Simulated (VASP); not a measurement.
The system is CuO (Tenorite).

```
Cu O
1.0
     2.38778   -1.74486    0.00000
     2.38778    1.74486    0.00000
    -0.86670    0.00000    5.15707
Cu O
2 2
Direct
  0.50000 0.00000 0.50000
  0.00000 0.50000 0.00000
  0.41840 0.58160 0.75000
  0.58160 0.41840 0.25000
```

Base run:

```yaml
Program: VASP 6.6.1
Functional: BLYP
Potentials_or_basis: VASP PAW PBE potentials, release 64 (Cu, O)
Cutoff: 520 eV
k_mesh: 10 × 10 × 5
Occupations: fermi-dirac, width 0.05 eV
Spin: no spin polarisation
```

Its results: band gap on the k mesh zero (band 17 reaches 5.53 eV, above the bottom of band 18 at 4.94 eV); pressure 2.8 GPa; largest force 0.350 eV/Å.

**Question.** The run is repeated on the same cell with these changes: functional from BLYP to PBEsol. What comes out?

**Answer.** Band gap on the k mesh zero (band 17 reaches 5.05 eV, above the bottom of band 18 at 4.45 eV); pressure -10.9 GPa; largest force 0.485 eV/Å.

PBEsol binds more tightly than BLYP, so the same cell stands under less pressure.

Caveats: the PAW data sets were made with another functional, which shifts forces and pressure a little; semilocal functionals often make such compounds metallic where correlation or magnetic order opens a gap, which also shifts bond lengths.
